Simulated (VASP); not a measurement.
## YbH3: single point with PBE

The system is YbH3.

```
Yb H
1.0
     0.00000    2.60497    2.60497
     2.60497    0.00000    2.60497
     2.60497    2.60497    0.00000
Yb H
1 3
Direct
  0.00000 0.00000 0.00000
  0.50000 0.50000 0.50000
  0.25000 0.25000 0.25000
  0.75000 0.75000 0.75000
```

- Program: VASP 6.6.1
- Task: single point
- Functional: PBE
- Potentials or basis: VASP PAW PBE potentials, release 64 (Yb, H)
- Cutoff: 520 eV
- k mesh: 9 × 9 × 9
- Occupations: fermi-dirac, width 0.05 eV
- Spin: collinear spin, ferromagnetic start
- Starting moments: [0.25, 0.0, 0.0, 0.0] μB

The pressure is -5.6 GPa, the net moment is 0.17 μB per cell and the site moments are Yb +0.16; H +0.00 μB. The valence electrons inside the program's atomic spheres are Yb 22.05; H 0.46, 0.55 (each value once).

Levels at points of the mesh, in eV from the Fermi level:
Spin up:
```
           k point  band 12  band 13  band 14  band 15  band 16  band 17
(0.00, 0.00, 0.00)    -0.39     1.21     2.58     3.19     3.19     3.19
```
Spin down:
```tsv
k point	band 11	band 12	band 13	band 14	band 15	band 16
(0.00, 0.00, 0.00)	-0.31	-0.31	1.31	2.59	3.21	3.21
```

Wall time 2.1 min on 1 thread of AMD EPYC 7R13 Processor (Zen 3), on a shared host, peak memory 0.19 GiB.

Caveat: the cell stands under tension; spin-orbit coupling is left out, which moves the levels of the heavy elements. The state reached can hang on the start; a lower one may exist.
